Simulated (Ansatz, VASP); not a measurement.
**One calculation of NbN, two programs**

Contents of INCAR:

```
SYSTEM = NbN
ALGO = Normal
EDIFF = 1E-8
ENCUT = 520
GGA = PS
GGA_COMPAT = .FALSE.
ISIF = 2
ISMEAR = -1
LASPH = .TRUE.
LCHARG = .FALSE.
LEFG = .TRUE.
LREAL = .FALSE.
LWAVE = .FALSE.
NBANDS = 16
NELM = 120
PREC = Accurate
SIGMA = 0.08
```

The input KPOINTS:

```
k-points
0
G
  14 14 14
  0 0 0
```

The input POSCAR:

```
NbN
1.0
    0.0000000000      2.2233783117      2.2233783117
    2.2233783117      0.0000000000      2.2233783117
    2.2233783117      2.2233783117      0.0000000000
Nb N
1 1
Direct
    0.5000000000      0.5000000000      0.5000000000
    0.0000000000      0.0000000000      0.0000000000
```

Input for Ansatz:

```yaml
crystal:
  lattice:
    - [0.0, 2.2233783117, 2.2233783117]
    - [2.2233783117, 0.0, 2.2233783117]
    - [2.2233783117, 2.2233783117, 0.0]
  atoms:
    - { symbol: Nb, position: [0.5, 0.5, 0.5] }
    - { symbol: "N", position: [0.0, 0.0, 0.0] }
kpoints:
  mp_grid: { grid: [14, 14, 14] }
scf:
  occupations: { method: fermi_dirac, width: 0.08 }
hamiltonian:
  xc: pbesol
  pseudopotentials: { kind: all_electron, datasets: crystal }
output:
  forces: true
  stress: true
  eigenvalues: true
  efg: { contact_densities: true }
```

Change from the starting cell: volume scaled by 1.04, crystal datasets.

Alike in both runs: task electric field gradients; functional PBEsol; k mesh 14 × 14 × 14; occupations fermi-dirac, width 0.08 eV; no spin polarisation.

|  | VASP | Ansatz |
| --- | --- | --- |
| version | VASP 6.6.1 | Ansatz 0.2.0 |
| potentials or method | VASP PAW PBE potentials, release 64 (Nb_sv, N), cutoff 520 eV | all-electron PAW with datasets made for the crystal, scalar-relativistic |

|  | VASP | Ansatz | Ansatz less VASP |
| --- | --- | --- | --- |
| pressure (GPa) | -14.0 | -13.6 | +0.40 |

VASP's potentials were made for PBE, not for PBEsol. Ansatz ran all-electron here, and VASP with PAW potentials.
